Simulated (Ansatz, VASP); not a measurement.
# Two plane-wave programs on W

File INCAR:

```
SYSTEM = W
PREC = Accurate
ENCUT = 500
EDIFF = 1E-6
ISMEAR = 0
SIGMA = 0.15
LREAL = .False.
LASPH = .True.
NELM = 120
ALGO = Normal
ISIF = 2
LWAVE = .False.
LCHARG = .True.
GGA = PS
LELF = .True.
LVHAR = .True.
NBANDS = 13
GGA_COMPAT = .False.
```

Contents of KPOINTS:

```
regular mesh
0
Gamma
  20 20 20
  0 0 0
```

POSCAR

```
W
1.0
    0.0000000000      1.9991269217      1.6992578834
    1.9991269217      0.0000000000      1.6992578834
    1.9991269217      1.9991269217      0.0000000000
W
1
Direct
    0.0000000000      0.0000000000      0.0000000000
```

Input for Ansatz:

```yaml
crystal:
  lattice:
    - [0.0, 1.9991269217, 1.6992578834]
    - [1.9991269217, 0.0, 1.6992578834]
    - [1.9991269217, 1.9991269217, 0.0]
  atoms:
    - { symbol: W, position: [0.0, 0.0, 0.0] }
basis:
  ecutwfc: 420
kpoints:
  mp_grid: { grid: [20, 20, 20] }
hamiltonian:
  xc: pbesol
  pseudopotentials: { kind: paw, azcp: { folder: soft_1 } }
scf:
  occupations: { method: gaussian, width: 0.15 }
output:
  forces: true
  stress: true
  eigenvalues: true
```

Change from the starting cell: engineering shear strain xz +0.0000, normal strain along z -0.1500.

Alike in both runs: task single point; functional PBEsol; k mesh 20 × 20 × 20; occupations gaussian, width 0.15 eV; no spin polarisation.

|  | VASP | Ansatz |
| --- | --- | --- |
| version | VASP 6.6.1 | Ansatz 0.2.0 |
| potentials or method | VASP PAW PBE potentials, release 64 (W_sv), cutoff 500 eV | scalar-relativistic, plane waves, PAW |
| valence electrons in the cell | 14 | 14 |

Ansatz gave:

```
gap on the k mesh at the Fermi level (eV)                     : none
pressure (GPa)                                                : 67.2
traceless stress, the component that is largest in VASP (GPa) : -29.31
```

Q: Estimate VASP's values.

A: gap on the k mesh at the Fermi level (eV): none; pressure (GPa): 68.8; traceless stress, the component that is largest in VASP (GPa): -29.46.

VASP's potentials were made for PBE, not for PBEsol, and Ansatz warns of the same on its side. A gap of «none» marks a metal or a gap that the smearing closes. Both programs put the cell under a high pressure, so it lies far from rest at this level.

Spin-orbit coupling is off throughout. Noted on VASP's run: the cell as given lies far from equilibrium.
